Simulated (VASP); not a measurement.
# ZnS (I-4m2) in VASP: notebook

The runs below take ZnS through single point, with PBEsol.

Program: VASP 6.6.1. These are calculated values, not measurements. Logs are shortened: lines on timing, memory, paths and dates and some standing lists are left out, and cuts for length are marked.

## 1. The cell of the first run

The structure is tetragonal, space group I-4m2 (No. 119). Conventional cell: a = 3.783 Å, b = 3.783 Å, c = 5.404 Å, α = 90.00°, β = 90.00°, γ = 90.00°. Within 3.1 Å of Zn (site symmetry -4m2) lie 4 S at 2.32 Å. S (site symmetry -4m2) has 4 Zn at 2.32 Å within 3.1 Å.

## 2. Single point, PBEsol

INCAR reads:

```
SYSTEM = ZnS
ALGO     = Normal         ! electronic algorithm
EDIFF    = 1E-6           ! SCF threshold, eV
ENCUT    = 520            ! plane-wave cutoff, eV
GGA      = PS             ! functional
ISIF     = 2              ! what is computed and relaxed
ISMEAR   = -1             ! smearing method
LASPH    = .TRUE.         ! aspherical terms in the spheres
LCHARG   = .FALSE.        ! write CHGCAR
LREAL    = .FALSE.        ! projectors in reciprocal space
LWAVE    = .FALSE.        ! write WAVECAR
NBANDS   = 16             ! bands
NELM     = 60             ! most SCF steps
PREC     = Accurate       ! precision mode
SIGMA    = 0.05           ! smearing width, eV
```

KPOINTS reads:

```
k-points
0
G
  7 7 7
  0 0 0
```

POSCAR reads:

```
ZnS
1.0
    0.0000000000      2.6749800000      2.7020000000
    2.6749800000      0.0000000000      2.7020000000
    2.6749800000      2.6749800000      0.0000000000
Zn S
1 1
Direct
    0.7500000000      0.7500000000      0.7500000000
    0.0000000000      0.0000000000      0.0000000000
```

Potentials or basis: VASP PAW PBE potentials, release 64 (Zn, S).

Started as:

```console
$ cat potpaw_PBE.64/Zn/POTCAR potpaw_PBE.64/S/POTCAR > POTCAR
$ mpirun -np 1 vasp_std > vasp.out
```

OUTCAR:

```text
SYSTEM = ZnS
   EDIFF = 1E-6
   ENCUT = 520
   GGA = PS
   ISIF = 2
   ISMEAR = -1
   LASPH = .TRUE.
   LREAL = .FALSE.
   NELM = 60
   PREC = Accurate

 ion  position               nearest neighbor table
   1  0.750  0.750  0.750-   2 2.32   2 2.32   2 2.32   2 2.32
   2  0.000  0.000  0.000-   1 2.32   1 2.32   1 2.32   1 2.32

  LATTYP: Found a body centered tetragonal cell.
 ALAT       =     3.7829929951
 C/A-ratio  =     1.4284985479

  Lattice vectors:

 A1 = (  -2.6749800000,   0.0000000000,   2.7020000000)
 A2 = (   2.6749800000,   0.0000000000,   2.7020000000)
 A3 = (   0.0000000000,   2.6749800000,  -2.7020000000)

Analysis of symmetry for initial positions (statically):
=====================================================================
 Subroutine PRICEL returns:
 Original cell was already a primitive cell.

 Routine SETGRP: Setting up the symmetry group for a
 body centered tetragonal supercell.

 Subroutine GETGRP returns: Found  8 space group operations
 (whereof  8 operations were pure point group operations)
 out of a pool of 16 trial point group operations.

The static configuration has the point symmetry D_2d.

Analysis of symmetry for dynamics (positions and initial velocities):
=====================================================================
 Subroutine PRICEL returns:
 Original cell was already a primitive cell.

 Routine SETGRP: Setting up the symmetry group for a
 body centered tetragonal supercell.

 Subroutine GETGRP returns: Found  8 space group operations
 (whereof  8 operations were pure point group operations)
 out of a pool of 16 trial point group operations.

The dynamic configuration has the point symmetry D_2d.

 Subroutine INISYM returns: Found  8 space group operations
 (whereof  8 operations are pure point group operations),
 and found     1 'primitive' translations

----------------------------------------------------------------------------------------

                                     Primitive cell

  volume of cell :      38.6684

  direct lattice vectors                    reciprocal lattice vectors
     0.000000000  2.674980000  2.702000000    -0.186917285  0.186917285  0.185048113
     2.674980000  0.000000000  2.702000000     0.186917285 -0.186917285  0.185048113
     2.674980000  2.674980000  0.000000000     0.186917285  0.186917285 -0.185048113

  length of vectors
     3.802147025  3.802147025  3.782992995     0.322674677  0.322674677  0.322674677

  position of ions in fractional coordinates (direct lattice)
     0.750000000  0.750000000  0.750000000
     0.000000000  0.000000000  0.000000000

  ion indices of the primitive-cell ions
   primitive index   ion index
                 1           1
                 2           2

----------------------------------------------------------------------------------------

 KPOINTS: k-points

Automatic generation of k-mesh.
 Grid dimensions read from file:
 generate k-points for:    7    7    7

 Generating k-lattice:

  Cartesian coordinates                     Fractional coordinates (reciprocal lattice)
    -0.026702469  0.026702469  0.026435445     0.142857143  0.000000000  0.000000000
     0.026702469 -0.026702469  0.026435445     0.000000000  0.142857143  0.000000000
     0.026702469  0.026702469 -0.026435445     0.000000000  0.000000000  0.142857143

  Length of vectors
     0.046096382  0.046096382  0.046096382

  Shift w.r.t. Gamma in fractional coordinates (k-lattice)
     0.000000000  0.000000000  0.000000000

 Subroutine IBZKPT returns following result:
 ===========================================

 Found     40 irreducible k-points:

 Following reciprocal coordinates:
            Coordinates               Weight
  0.000000  0.000000  0.000000      1.000000
  0.142857 -0.000000  0.000000      8.000000
  0.285714 -0.000000  0.000000      8.000000
  0.428571  0.000000  0.000000      8.000000
  0.142857  0.142857  0.000000      2.000000
  0.285714  0.142857  0.000000      8.000000
[... 16 lines left out ...]
  0.428571  0.285714  0.142857      8.000000
 -0.428571  0.285714  0.142857     16.000000
 [... further k-points ...]
   k-points           NKPTS =     40   k-points in BZ     NKDIM =     40   number of bands    NBANDS=     16
   number of dos      NEDOS =    301   number of ions     NIONS =      2
   total plane-waves  NPLWV =  21952
   dimension x,y,z NGX =    28 NGY =   28 NGZ =   28
   dimension x,y,z NGXF=    56 NGYF=   56 NGZF=   56
   ions per type =               1   1
   NGX,Y,Z   is equivalent  to a cutoff of  12.24, 12.24, 12.30 a.u.
   NGXF,Y,Z  is equivalent  to a cutoff of  24.49, 24.49, 24.61 a.u.
 SYSTEM =  ZnS
   PREC   = accura    normal or accurate (medium, high low for compatibility)
   ISTART =      0    job   : 0-new  1-cont  2-samecut
   ICHARG =      2    charge: 1-file 2-atom 10-const
   ISPIN  =      1    spin polarized calculation?
   LNONCOLLINEAR =      F non collinear calculations
   LSORBIT =      F    spin-orbit coupling
   LASPH  =      T    aspherical Exc in radial PAW
   ENCUT  =  520.0 eV  38.22 Ry    6.18 a.u.   7.07  7.07  7.03*2*pi/ulx,y,z
   NELM   =     60;   NELMIN=  2; NELMDL= -5     # of ELM steps
   EDIFF  = 0.1E-05   stopping-criterion for ELM
   LREAL  =      F    real-space projection
   EDIFFG = 0.1E-04   stopping-criterion for IOM
   NSW    =      0    number of steps for IOM
   IBRION =     -1    ionic relax: 0-MD 1-quasi-New 2-CG
   NFREE  =      0    steps in history (QN), initial steepest desc. (CG)
   ISIF   =      2    stress and relaxation
   ISYM   =      2    0-nonsym 1-usesym 2-fastsym
   POTIM  = 0.5000    time-step for ionic-motion
   TEBEG  =    0.0;   TEEND  =   0.0 temperature during run
   PSTRESS=    0.0 pullay stress
   NELECT =      18.0000    total number of electrons
   NUPDOWN=      -1.0000    fix difference up-down
   EMIN   =  10.00;   EMAX   =-10.00  energy-range for DOS
   EFERMI =   0.00;   METHOD = LEGACY
   ISMEAR =    -1;   SIGMA  =   0.05  broadening in eV -4-tet -1-fermi 0-gaus
   EFERMI_NEDOS =   21; number of points for ismear=-14 and -15
   IALGO  =     38    algorithm
   IMIX   =      4    mixing-type and parameters
     AMIX     =   0.40;   BMIX     =  1.00
     AMIX_MAG =   1.60;   BMIX_MAG =  1.00
  volume/ion in A,a.u.               =      19.33       130.47
  Fermi-wavevector in a.u.,A,eV,Ry     =   1.268762  2.397613 21.902077  1.609757
  Thomas-Fermi vector in A             =   2.401840
   LORBIT       =      0    0 simple, 1 ext, 2 COOP (PROOUT), +10 PAW based schemes
   GGA     = PS    functional components
   LHFCALC =     F    Hartree Fock is set to
   AEXX    =    0.0000 exact exchange contribution
   IVDW    =     0    specifies the selected vdW correction
   LEPSILON=     F    determine dielectric tensor
   LRPA    =     F    only Hartree local field effects (RPA)
 non-spin polarized calculation
  energy-cutoff  :      520.00
  volume of cell :       38.67
 maximum number of plane-waves:      1052
   NGX = 15   NGY = 15   NGZ = 13

 number of electron      18.0000014 magnetization

 Free energy of the ion-electron system (eV)
  ---------------------------------------------------
  ext. energy  EPLUGINS =         0.00000000
  ---------------------------------------------------
  free energy    TOTEN  =        -7.58747854 eV

  energy without entropy =       -7.58747854  energy(sigma->0) =       -7.58747854

 E-fermi :   3.2219     XC(G=0):  -9.9443

 val. band max:        2.2159124689   @ k =   0.0000   0.0000   0.0000
 cond. band min:       4.2678423422   @ k =   0.0000   0.0000   0.0000
 fundamental gap:      2.0519298733
 Fermi energy:         3.2219126150

 k-point     1 :       0.0000    0.0000    0.0000
  band No.  band energies     occupation
      1     -11.0942      2.00000
      2      -4.2559      2.00000
      3      -4.2497      2.00000
      4      -4.2497      2.00000
      5      -3.7305      2.00000
      6      -3.7270      2.00000
[... 8 lines left out ...]
     15      13.9668      0.00000
     16      14.0491      0.00000

 k-point     2 :       0.1429   -0.0000    0.0000
  band No.  band energies     occupation
      1     -10.9352      2.00000
      2      -4.2536      2.00000
      3      -4.2257      2.00000
      4      -4.2213      2.00000
      5      -3.7322      2.00000
      6      -3.7296      2.00000
[... 8 lines left out ...]
     15      13.2881      0.00000
     16      14.8076      0.00000

 k-point     3 :       0.2857   -0.0000    0.0000
  band No.  band energies     occupation
      1     -10.5391      2.00000
      2      -4.1818      2.00000
      3      -4.1705      2.00000
      4      -4.1652      2.00000
      5      -3.7237      2.00000
      6      -3.7234      2.00000
[... 8 lines left out ...]
     15      13.3255      0.00000
     16      14.0528      0.00000

 k-point     4 :       0.4286    0.0000    0.0000
  band No.  band energies     occupation
      1     -10.1695      2.00000
      2      -4.1402      2.00000
      3      -4.1316      2.00000
      4      -3.8161      2.00000
      5      -3.7030      2.00000
      6      -3.6994      2.00000
[... 8 lines left out ...]
     15      14.9736      0.00000
     16      15.0334      0.00000

 k-point     5 :       0.1429    0.1429    0.0000
  band No.  band energies     occupation
      1     -10.8846      2.00000
      2      -4.2860      2.00000
      3      -4.1966      2.00000
      4      -4.1966      2.00000
      5      -3.7536      2.00000
      6      -3.7124      2.00000
[... 8 lines left out ...]
     15      14.3095      0.00000
     16      15.6037      0.00000

 k-point     6 :       0.2857    0.1429    0.0000
  band No.  band energies     occupation
      1     -10.5673      2.00000
      2      -4.2706      2.00000
      3      -4.1346      2.00000
      4      -4.1333      2.00000
      5      -3.7587      2.00000
      6      -3.6997      2.00000
[... 8 lines left out ...]
     15      14.3867      0.00000
     16      15.9053      0.00000

 k-point     7 :       0.4286    0.1429    0.0000
  band No.  band energies     occupation
      1     -10.1773      2.00000
      2      -4.1657      2.00000
      3      -4.0914      2.00000
      4      -3.9747      2.00000
      5      -3.6978      2.00000
      6      -3.6900      2.00000
[... 8 lines left out ...]
     15      15.4649      0.00000
     16      15.5190      0.00000

 k-point     8 :      -0.4286    0.1429    0.0000
  band No.  band energies     occupation
      1     -10.0401      2.00000
      2      -4.1354      2.00000
      3      -4.0892      2.00000
      4      -3.7715      2.00000
      5      -3.7076      2.00000
      6      -3.5154      2.00000
[... 8 lines left out ...]
     15      14.6703      0.00000
     16      15.7902      0.00000

 k-point     9 :      -0.2857    0.1429    0.0000
  band No.  band energies     occupation
      1     -10.2954      2.00000
      2      -4.1454      2.00000
      3      -4.1249      2.00000
      4      -4.0782      2.00000
      5      -3.7424      2.00000
      6      -3.6808      2.00000
[... 8 lines left out ...]
     15      15.0853      0.00000
     16      15.7644      0.00000
[... 172 lines left out ...]
 k-point    19 :       0.4286   -0.0000    0.1429
  band No.  band energies     occupation
      1     -10.1717      2.00000
      2      -4.1608      2.00000
      3      -4.0970      2.00000
      4      -3.9793      2.00000
      5      -3.6942      2.00000
      6      -3.6861      2.00000
[... 8 lines left out ...]
     15      15.4829      0.00000
     16      15.5887      0.00000

 k-point    20 :      -0.4286    0.0000    0.1429
  band No.  band energies     occupation
      1     -10.0392      2.00000
      2      -4.1299      2.00000
      3      -4.0946      2.00000
      4      -3.7725      2.00000
      5      -3.7053      2.00000
      6      -3.5210      2.00000
[... 8 lines left out ...]
     15      14.6924      0.00000
     16      15.8251      0.00000

 k-point    21 :      -0.2857    0.0000    0.1429
  band No.  band energies     occupation
      1     -10.2984      2.00000
      2      -4.1390      2.00000
      3      -4.1289      2.00000
      4      -4.0763      2.00000
      5      -3.7417      2.00000
      6      -3.6870      2.00000
[... 8 lines left out ...]
     15      15.1119      0.00000
     16      15.7662      0.00000

 k-point    22 :      -0.1429    0.0000    0.1429
  band No.  band energies     occupation
      1     -10.6965      2.00000
      2      -4.2420      2.00000
      3      -4.1901      2.00000
      4      -4.1693      2.00000
      5      -3.7491      2.00000
      6      -3.7117      2.00000
[... 8 lines left out ...]
     15      13.6894      0.00000
     16      16.1949      0.00000

 k-point    23 :       0.4286    0.2857    0.1429
  band No.  band energies     occupation
      1     -10.2475      2.00000
      2      -4.2161      2.00000
      3      -4.0914      2.00000
      4      -4.0317      2.00000
      5      -3.7423      2.00000
      6      -3.6801      2.00000
[... 8 lines left out ...]
     15      15.7319      0.00000
     16      17.1799      0.00000

 k-point    24 :      -0.4286    0.2857    0.1429
  band No.  band energies     occupation
      1      -9.9589      2.00000
      2      -4.1293      2.00000
      3      -4.0526      2.00000
      4      -3.8427      2.00000
      5      -3.7118      2.00000
      6      -3.5590      2.00000
[... 8 lines left out ...]
     15      15.4285      0.00000
     16      16.9756      0.00000

 [... further k-points ...]
[... 5 lines left out ...]
  --------------------------------------------------------------------------------------
  -------------------------------------------------------------------------------------
  Total       -0.0366316     -0.0366316     -0.1405870      0.0000000      0.0000000     -0.0000000
  in kB       -1.5177861     -1.5177861     -5.8250435      0.0000000      0.0000000     -0.0000000
  external PRESSURE =      -2.9535385 kB  Pullay stress =       0.0000000 kB

 VOLUME and BASIS-vectors are now :
 -----------------------------------------------------------------------------
  energy-cutoff  :      520.00
  volume of cell :       38.67
      direct lattice vectors                 reciprocal lattice vectors
     0.000000000  2.674980000  2.702000000    -0.186917285  0.186917285  0.185048113
     2.674980000  0.000000000  2.702000000     0.186917285 -0.186917285  0.185048113
     2.674980000  2.674980000  0.000000000     0.186917285  0.186917285 -0.185048113

 POSITION                                       TOTAL-FORCE (eV/Angst)
 -----------------------------------------------------------------------------------
      4.01247      4.01247      4.05300        -0.000000     -0.000000     -0.000000
      0.00000      0.00000      0.00000         0.000000      0.000000      0.000000
 -----------------------------------------------------------------------------------
    total drift:                                0.000002      0.000002      0.000002

  FREE ENERGIE OF THE ION-ELECTRON SYSTEM (eV)
  ---------------------------------------------------
  free  energy   TOTEN  =        -7.5874785352 eV

  energy  without entropy=       -7.5874785352  energy(sigma->0) =       -7.58747854
```

It used 49 s of CPU time on 1 thread of AMD EPYC 7R13 Processor (Zen 3), on a shared host.

What came out:

| Quantity | Value |
| --- | --- |
| Free energy | -7.5875 eV |
| Pressure | -0.3 GPa |
| Band gap on the k mesh | 2.05 eV |

Stress tensor (GPa, compression positive):
```
-0.15  0.00  0.00
 0.00 -0.15  0.00
 0.00  0.00 -0.58
```

Levels at points of the mesh, in eV from the valence-band top:
```tsv
k point	band 5	band 6	band 7	band 8	band 9	band 10	band 11	band 12	band 13	band 14
(0.00, 0.00, 0.00)	-5.95	-5.94	-0.04	0.00	0.00	2.05	6.28	6.28	6.28	11.65
```

Caveat: the PAW data sets were made with another functional, which shifts forces and pressure a little.

## 3. Single point, PBEsol

This run uses another cell than the first one, of 20.12 Å³/atom.

INCAR reads:

```
SYSTEM = ZnS
ALGO = Normal ; EDIFF = 1E-6
ENCUT = 520 ; GGA = PS
ISIF = 2 ; ISMEAR = -1
LASPH = .True. ; LCHARG = .True.
LELF = .True. ; LREAL = .False.
LVHAR = .True. ; LWAVE = .False.
NBANDS = 16 ; NELM = 80
PREC = Accurate ; SIGMA = 0.05
```

KPOINTS reads:

```
k-points
0
Gamma
  7 7 7
  0 0 0
```

POSCAR reads:

```
ZnS
1.0
    0.0000000000      2.7290200000      2.7020000000
    2.7290200000      0.0000000000      2.7020000000
    2.7290200000      2.7290200000      0.0000000000
Zn S
1 1
Direct
    0.7500000000      0.7500000000      0.7500000000
    0.0000000000      0.0000000000      0.0000000000
```

Potentials or basis: VASP PAW PBE potentials, release 64 (Zn, S).

Started as:

```console
$ cat potpaw_PBE.64/Zn/POTCAR potpaw_PBE.64/S/POTCAR > POTCAR
$ mpirun -np 1 vasp_std > vasp.out
```

It used 52 s of CPU time on 1 thread of AMD EPYC 7R13 Processor (Zen 3), on a shared host.

It converged, with:

* Free energy: -7.5704 eV
* Pressure: -3.1 GPa
* Band gap on the k mesh: 1.87 eV

Stress tensor (GPa, compression positive):
```
-3.27  0.00  0.00
 0.00 -3.27  0.00
 0.00  0.00 -2.84
```

Levels at points of the mesh, in eV from the valence-band top:
```tsv
k point	band 6	band 7	band 8	band 9	band 10	band 11	band 12	band 13
(0.00, 0.00, 0.00)	-5.84	-0.03	-0.03	0.00	1.87	6.30	6.30	6.30
```

Caveat: the cell stands under tension; the PAW data sets were made with another functional, which shifts forces and pressure a little. As with any semilocal functional, this PBEsol gap is likely too small.
